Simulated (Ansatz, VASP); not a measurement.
# PbS in VASP and in Ansatz

Contents of INCAR:

```
SYSTEM = PbS
  ALGO = Normal
  EDIFF = 1E-6
  EDIFFG = -0.005
  ENCUT = 600
  GGA = RE
  IBRION = 2
  ISIF = 3
  ISMEAR = -1
  IVDW = 13
  LASPH = .TRUE.
  LCHARG = .FALSE.
  LREAL = .FALSE.
  LWAVE = .FALSE.
  NELM = 80
  NSW = 80
  PREC = Accurate
  SIGMA = 0.05
```

Contents of KPOINTS:

```
k-points
0
G
  8 8 8
  0 0 0
```

The input POSCAR:

```
PbS
1.0
    0.0000000000      2.9657500000      2.9657500000
    2.9657500000      0.0000000000      2.9657500000
    2.9657500000      2.9657500000      0.0000000000
Pb S
1 1
Direct
    0.0000000000      0.0000000000      0.0000000000
    0.5000000000      0.5000000000      0.5000000000
```

input.yaml

```yaml
crystal:
  lattice:
    - [0.0, 2.96575, 2.96575]
    - [2.96575, 0.0, 2.96575]
    - [2.96575, 2.96575, 0.0]
  atoms:
    - { symbol: Pb, position: [0.0, 0.0, 0.0] }
    - { symbol: S, position: [0.5, 0.5, 0.5] }
kpoints:
  mp_grid: { grid: [8, 8, 8] }
scf:
  occupations: { method: fermi_dirac, width: 0.05 }
hamiltonian:
  xc: revpbe
  dispersion: d4
  pseudopotentials: { kind: all_electron, lapw: { basis_error: 0.001 } }
output:
  forces: true
  stress: true
relax:
  f_tol: 0.005
  max_steps: 60
  cell: {}
```

Alike in both runs: task relaxation of cell and atoms; functional revPBE; dispersion D4; k mesh 8 × 8 × 8; occupations fermi-dirac, width 0.05 eV; no spin polarisation.

|  | VASP | Ansatz |
| --- | --- | --- |
| version | VASP 6.6.1 | Ansatz 0.2.0 |
| potentials or method | VASP PAW PBE potentials, release 64 (Pb_d, S), cutoff 600 eV | all-electron LAPW, scalar-relativistic |

|  | VASP | Ansatz | Ansatz less VASP |
| --- | --- | --- | --- |
| relaxed volume (Å³/atom) | 26.17 | 26.19 | +0.022 |
| relaxed length of the cell vector where the two differ most in proportion (Å) | 4.199 | 4.200 | +0.0012 |

VASP's potentials were made for PBE, not for revPBE. Ansatz ran all-electron here, and VASP with PAW potentials.

Neither program's run includes spin-orbit coupling.
